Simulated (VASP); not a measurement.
# K (Im-3m) in VASP: single point with r2SCAN

Aim: the single point of K with r2SCAN.

All numbers are computed with VASP 6.6.1; they aren't measurements. Logs are shortened: lines on timing, memory, paths and dates and some standing lists are left out, and cuts for length are marked.

## 1. The cell of the first run

Symmetry: Im-3m, No. 229, cubic system. Conventional cell: a = 5.338 Å, b = 5.338 Å, c = 5.338 Å, α = 90.00°, β = 90.00°, γ = 90.00°.

## 2. Single point, r2SCAN

The input, POSCAR:

```
K
1.0
   -2.6692069284      2.6692069284      2.6692069284
    2.6692069284     -2.6692069284      2.6692069284
    2.6692069284      2.6692069284     -2.6692069284
K
1
Direct
    0.0000000000      0.0000000000      0.0000000000
```

The input, INCAR.step1:

```
  PREC = Accurate
  ENCUT = 520
  ISMEAR = -1
  SIGMA = 0.05
  LREAL = False
  LASPH = True
  NELM = 60
  NBANDS = 10
  GGA = PE
  ALGO = Normal
  EDIFF = 1E-4
  LWAVE = True
  LCHARG = False
```

The input, INCAR.step2:

```
  PREC = Accurate
  ENCUT = 520
  EDIFF = 1E-7
  ISMEAR = -1
  SIGMA = 0.05
  LREAL = False
  LASPH = True
  NELM = 60
  ALGO = Normal
  ISIF = 2
  LWAVE = False
  LCHARG = False
  METAGGA = R2SCAN
  LMIXTAU = True
  NBANDS = 10
  ISTART = 1
```

The input, KPOINTS:

```
Automatic mesh
0
Gamma
  14 14 14
```

Potentials or basis: VASP PAW PBE potentials, release 64 (K_sv).

Run with:

```
$ cat potpaw_PBE.64/K_sv/POTCAR > POTCAR
$ cp INCAR.step1 INCAR
$ mpirun -np 1 vasp_std > vasp.out
$ cp INCAR.step2 INCAR
$ mpirun -np 1 vasp_std > vasp.out
```

OUTCAR:

```text
PREC = Accurate
   ENCUT = 520
   EDIFF = 1E-7
   ISMEAR = -1
   LREAL = False
   LASPH = True
   NELM = 60
   ISIF = 2
   METAGGA = R2SCAN
   ISTART = 1

 ion  position               nearest neighbor table
   1  0.000  0.000  0.000-

  LATTYP: Found a body centered cubic cell.
 ALAT       =     5.3384138568

  Lattice vectors:

 A1 = (  -2.6692069284,   2.6692069284,   2.6692069284)
 A2 = (   2.6692069284,  -2.6692069284,   2.6692069284)
 A3 = (   2.6692069284,   2.6692069284,  -2.6692069284)

Analysis of symmetry for initial positions (statically):
=====================================================================
 Subroutine PRICEL returns:
 Original cell was already a primitive cell.

 Routine SETGRP: Setting up the symmetry group for a
 body centered cubic supercell.

 Subroutine GETGRP returns: Found 48 space group operations
 (whereof 48 operations were pure point group operations)
 out of a pool of 48 trial point group operations.

The static configuration has the point symmetry O_h .

Analysis of symmetry for dynamics (positions and initial velocities):
=====================================================================
 Subroutine PRICEL returns:
 Original cell was already a primitive cell.

 Routine SETGRP: Setting up the symmetry group for a
 body centered cubic supercell.

 Subroutine GETGRP returns: Found 48 space group operations
 (whereof 48 operations were pure point group operations)
 out of a pool of 48 trial point group operations.

The dynamic configuration has the point symmetry O_h .

 Subroutine INISYM returns: Found 48 space group operations
 (whereof 48 operations are pure point group operations),
 and found     1 'primitive' translations

----------------------------------------------------------------------------------------

                                     Primitive cell

  volume of cell :      76.0688

  direct lattice vectors                    reciprocal lattice vectors
    -2.669206928  2.669206928  2.669206928     0.000000000  0.187321558  0.187321558
     2.669206928 -2.669206928  2.669206928     0.187321558  0.000000000  0.187321558
     2.669206928  2.669206928 -2.669206928     0.187321558  0.187321558  0.000000000

  length of vectors
     4.623202016  4.623202016  4.623202016     0.264912688  0.264912688  0.264912688

  position of ions in fractional coordinates (direct lattice)
[... 73 lines left out ...]
   LSORBIT =      F    spin-orbit coupling
   LASPH  =      T    aspherical Exc in radial PAW
   ENCUT  =  520.0 eV  38.22 Ry    6.18 a.u.   8.60  8.60  8.60*2*pi/ulx,y,z
   NELM   =     60;   NELMIN=  2; NELMDL=  0     # of ELM steps
   EDIFF  = 0.1E-06   stopping-criterion for ELM
   LREAL  =      F    real-space projection
   EDIFFG = 0.1E-05   stopping-criterion for IOM
   NSW    =      0    number of steps for IOM
   IBRION =     -1    ionic relax: 0-MD 1-quasi-New 2-CG
   NFREE  =      0    steps in history (QN), initial steepest desc. (CG)
   ISIF   =      2    stress and relaxation
   ISYM   =      2    0-nonsym 1-usesym 2-fastsym
   POTIM  = 0.5000    time-step for ionic-motion
   TEBEG  =    0.0;   TEEND  =   0.0 temperature during run
   PSTRESS=    0.0 pullay stress
   NELECT =       9.0000    total number of electrons
   NUPDOWN=      -1.0000    fix difference up-down
   EMIN   =  10.00;   EMAX   =-10.00  energy-range for DOS
   EFERMI =   0.00;   METHOD = LEGACY
   ISMEAR =    -1;   SIGMA  =   0.05  broadening in eV -4-tet -1-fermi 0-gaus
   EFERMI_NEDOS =   21; number of points for ismear=-14 and -15
   IALGO  =     38    algorithm
   IMIX   =      4    mixing-type and parameters
     AMIX     =   0.40;   BMIX     =  1.00
     AMIX_MAG =   1.60;   BMIX_MAG =  1.00
  volume/ion in A,a.u.               =      76.07       513.34
  Fermi-wavevector in a.u.,A,eV,Ry     =   0.803687  1.518748  8.788170  0.645912
  Thomas-Fermi vector in A             =   1.911601
   LORBIT       =      0    0 simple, 1 ext, 2 COOP (PROOUT), +10 PAW based schemes
   METAGGA = R2SCAN    functional components
   LHFCALC =     F    Hartree Fock is set to
   AEXX    =    0.0000 exact exchange contribution
   IVDW    =     0    specifies the selected vdW correction
   LEPSILON=     F    determine dielectric tensor
   LRPA    =     F    only Hartree local field effects (RPA)
 non-spin polarized calculation
  energy-cutoff  :      520.00
  volume of cell :       76.07
 maximum number of plane-waves:      2093
   NGX = 17   NGY = 17   NGZ = 17

 number of electron       9.0000001 magnetization

 Free energy of the ion-electron system (eV)
  ---------------------------------------------------
  ext. energy  EPLUGINS =         0.00000000
  ---------------------------------------------------
  free energy    TOTEN  =        -6.01502347 eV

  energy without entropy =       -6.00879316  energy(sigma->0) =       -6.01190831

 E-fermi :  -0.1431     XC(G=0):  -5.8219

 val. band max:       -0.1651346824   @ k =   0.2857   0.2143   0.0000
 cond. band min:      -0.1120202720   @ k =   0.3571   0.0714   0.0714
 fundamental gap:      0.0531144104
 Fermi energy:        -0.1430838224

 k-point     1 :       0.0000    0.0000    0.0000
  band No.  band energies     occupation
      1     -33.8146      2.00000
      2     -16.4880      2.00000
      3     -16.4880      2.00000
      4     -16.4880      2.00000
      5      -2.3922      2.00000
      6       4.5810      0.00000
      7       4.5811      0.00000
      8       4.5811      0.00000
      9       5.5228      0.00000
     10       5.5228      0.00000
[... 287 lines left out ...]
 k-point    24 :       0.3571    0.2857   -0.0000
  band No.  band energies     occupation
      1     -33.8105      2.00000
      2     -16.5347      2.00000
      3     -16.5253      2.00000
      4     -16.4955      2.00000
      5       0.9219      0.00000
      6       1.0864      0.00000
      7       1.8861      0.00000
      8       4.9005      0.00000
      9       5.6246      0.00000
     10       5.7798      0.00000

 [... further k-points ...]
[... 5 lines left out ...]
  --------------------------------------------------------------------------------------
  -------------------------------------------------------------------------------------
  Total       -0.0025171     -0.0025171     -0.0025171      0.0000000     -0.0000000      0.0000000
  in kB       -0.0530152     -0.0530152     -0.0530152      0.0000000     -0.0000000      0.0000000
  external PRESSURE =      -0.0530152 kB  Pullay stress =       0.0000000 kB

 VOLUME and BASIS-vectors are now :
 -----------------------------------------------------------------------------
  energy-cutoff  :      520.00
  volume of cell :       76.07
      direct lattice vectors                 reciprocal lattice vectors
    -2.669206928  2.669206928  2.669206928     0.000000000  0.187321558  0.187321558
     2.669206928 -2.669206928  2.669206928     0.187321558  0.000000000  0.187321558
     2.669206928  2.669206928 -2.669206928     0.187321558  0.187321558  0.000000000

 POSITION                                       TOTAL-FORCE (eV/Angst)
 -----------------------------------------------------------------------------------
      0.00000      0.00000      0.00000         0.000000      0.000000      0.000000
 -----------------------------------------------------------------------------------
    total drift:                               -0.000000     -0.000000      0.000000

  FREE ENERGIE OF THE ION-ELECTRON SYSTEM (eV)
  ---------------------------------------------------
  free  energy   TOTEN  =        -6.0150234681 eV

  energy  without entropy=       -6.0087931616  energy(sigma->0) =       -6.01190831
```

OSZICAR.step1:

```text
N       E                     dE             d eps       ncg     rms          rms(c)
DAV:   1     0.464463883796E+02    0.46446E+02   -0.35985E+03  2080   0.686E+02
DAV:   2     0.678040177333E+00   -0.45768E+02   -0.45118E+02  2240   0.191E+02
DAV:   3    -0.100145743688E+01   -0.16795E+01   -0.16743E+01  3366   0.290E+01
DAV:   4    -0.104802869816E+01   -0.46571E-01   -0.46512E-01  2802   0.408E+00
DAV:   5    -0.104900154983E+01   -0.97285E-03   -0.97275E-03  3214   0.436E-01    0.190E+00
DAV:   6    -0.104928084110E+01   -0.27929E-03   -0.13231E-03  3182   0.229E-01    0.117E+00
DAV:   7    -0.104974433426E+01   -0.46349E-03   -0.26802E-03  3148   0.330E-01    0.522E-02
DAV:   8    -0.104980843610E+01   -0.64102E-04   -0.11379E-04  2240   0.125E-01
   1 F= -.10498084E+01 E0= -.10464930E+01  d E =-.663082E-02
```

It took 5 min on 1 thread of AMD EPYC 9R45 (Zen 5), shared host; peak memory 0.22 GiB.

What came out:

```
Free energy : -6.0150 eV
Pressure    : 0.0 GPa
```

Caveat: the PAW data sets were made with another functional, which shifts forces and pressure a little.
